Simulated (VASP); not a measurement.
A run of VASP 6.6.1 is set up as follows.

The input INCAR:

```
PREC = Accurate ; ENCUT = 600
EDIFF = 1E-7 ; ISMEAR = 0
SIGMA = 0.1 ; LREAL = F
LASPH = T ; NELM = 150
ALGO = Normal ; ISIF = 3
LWAVE = F ; LCHARG = F
ISPIN = 2 ; MAGMOM = 1.5
LORBIT = 11 ; LMAXMIX = 4
GGA = PS ; IBRION = 2
NSW = 60 ; EDIFFG = -0.02
```

Contents of KPOINTS:

```
Automatic mesh
0
Gamma
  8 8 8
```

The input POSCAR:

```
V
1.0
   -1.5143500000      1.5143500000      1.5143500000
    1.5143500000     -1.5143500000      1.5143500000
    1.5143500000      1.5143500000     -1.5143500000
V
1
Direct
    0.0000000000      0.0000000000      0.0000000000
```

Potentials or basis: VASP PAW PBE potentials, release 64 (V_sv).

Run with:

```bash
$ cat potpaw_PBE.64/V_sv/POTCAR > POTCAR
$ mpirun -np 1 vasp_std > vasp.out
```

What does it give for the space group after relaxing (to 0.05 Å)?

Im-3m (No. 229).

Estimate the net moment.

0.00 μB per cell.

The path:
```csv
step,energy change (eV),largest force (eV/Å),pressure (GPa),volume (Å³)
1,0.0000,0.0000,-13.06,13.89
2,0.0281,0.0000,22.49,11.74
3,-0.0448,0.0000,-0.31,12.88
4,-0.0449,0.0000,0.00,12.86
```

Caveat: the k points lie up to 0.38 Å⁻¹ apart in the final cell; the PAW data sets were made with another functional, which shifts forces and pressure a little.
